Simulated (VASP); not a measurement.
Here is a VASP 6.6.1 calculation.

POSCAR

```
LiH
1.0
    1.9899850000     -1.9899850000      0.0000000000
    0.0000000000      0.0000000000      3.9799690000
  -16.1573340000    -16.1573340000      0.0000000000
H Li
8 8
Direct
    0.5020580000      0.0006350000      0.7140590000
    0.5016440000      0.0010250000      0.4690500000
    0.5017490000      0.0009210000      0.5922930000
    0.5009840000      0.0013870000      0.3449640000
    0.0016670000      0.5008820000      0.5312530000
    0.0008340000      0.5014110000      0.2861720000
    0.0019320000      0.5005750000      0.6553060000
    0.0013770000      0.5013270000      0.4080310000
    0.0021460000      0.0007590000      0.5317470000
    0.0009470000      0.0010720000      0.2904890000
    0.0020560000      0.0006230000      0.6573120000
    0.0019100000      0.0007090000      0.4091060000
    0.5019900000      0.5004180000      0.7097720000
    0.5022470000      0.5008490000      0.4685900000
    0.5020970000      0.5004480000      0.5912180000
    0.5011720000      0.5011570000      0.3429130000
```

File INCAR.step1:

```
SYSTEM = LiH
ALGO = Normal ; EDIFF = 1E-5
ENCUT = 650 ; GGA = PE
GGA_COMPAT = .False. ; ISIF = 2
ISMEAR = -1 ; LASPH = .True.
LCHARG = .False. ; LREAL = .False.
LWAVE = .True. ; NBANDS = 30
NELM = 120 ; NELMDL = -8
PREC = Accurate ; SIGMA = 0.05
```

INCAR.step2

```
SYSTEM = LiH
ALGO = Normal ; EDIFF = 1E-6
ENCUT = 650 ; GGA = PE
GGA_COMPAT = .False. ; HFSCREEN = 0.2079
ISIF = 2 ; ISMEAR = -1
ISTART = 1 ; LASPH = .True.
LCHARG = .False. ; LHFCALC = .True.
LREAL = .False. ; LWAVE = .False.
NBANDS = 30 ; NELM = 120
PREC = Accurate ; PRECFOCK = Fast
SIGMA = 0.05
```

Contents of KPOINTS:

```
k-points
0
Gamma
  4 3 1
  0 0 0
```

Potentials or basis: VASP PAW PBE potentials, release 64 (H, Li_sv).

Command:

```console
$ cat potpaw_PBE.64/H/POTCAR potpaw_PBE.64/Li_sv/POTCAR > POTCAR
$ cp INCAR.step1 INCAR
$ mpirun -np 1 vasp_std > vasp.out
$ cp INCAR.step2 INCAR
$ mpirun -np 1 vasp_std > vasp.out
```

Q: What does it give for the largest force?

A: 0.053 eV/Å.

Q: Predict the band gap on the k mesh.

A: 4.24 eV (least direct gap 4.30 eV).

Forces in eV/Å, atoms in the order of the input:
```
H   -0.009 -0.008 -0.001
H    0.011  0.009 -0.001
H    0.028  0.027 -0.002
H    0.020  0.018 -0.002
H   -0.010 -0.013  0.000
H    0.009  0.007 -0.002
H   -0.018 -0.019  0.001
H   -0.025 -0.027 -0.003
Li  -0.009 -0.006  0.000
Li  -0.026 -0.027  0.002
Li  -0.038 -0.037 -0.001
Li  -0.006 -0.003  0.004
Li   0.026  0.026  0.002
Li   0.008  0.012  0.000
Li   0.005  0.007  0.003
Li   0.034  0.035  0.000
```

Caveat: the k points lie up to 0.56 Å⁻¹ apart; the PAW data sets were made with another functional, which shifts forces and pressure a little.
